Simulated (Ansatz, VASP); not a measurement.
# BN in VASP and in Ansatz

```
B N
1.0
     0.00000    1.80750    1.80750
     1.80750    0.00000    1.80750
     1.80750    1.80750    0.00000
B N
1 1
Cartesian
  0.0000 0.0000 0.0000
  0.9038 0.9038 0.9038
```

Alike in both runs: task single point; functional PBEsol; k mesh 6 × 6 × 6; no spin polarisation.

|  | VASP | Ansatz |
| --- | --- | --- |
| version | VASP 6.6.1 | Ansatz 0.2.0 |
| potentials or method | VASP PAW PBE potentials, release 64 (B, N) | plane waves, PAW |
| plane-wave cutoff (eV) | 520 | 420 |
| occupations | gaussian, width 0.01 eV | fixed |
| valence electrons in the cell | 8 | 8 |

```csv
,VASP,Ansatz,Ansatz less VASP
gap on the k mesh at the Fermi level (eV),4.27,4.29,+0.013
```

VASP's potentials were made for PBE, not for PBEsol.

The k mesh is coarse, so the values compare programs but aren't converged.
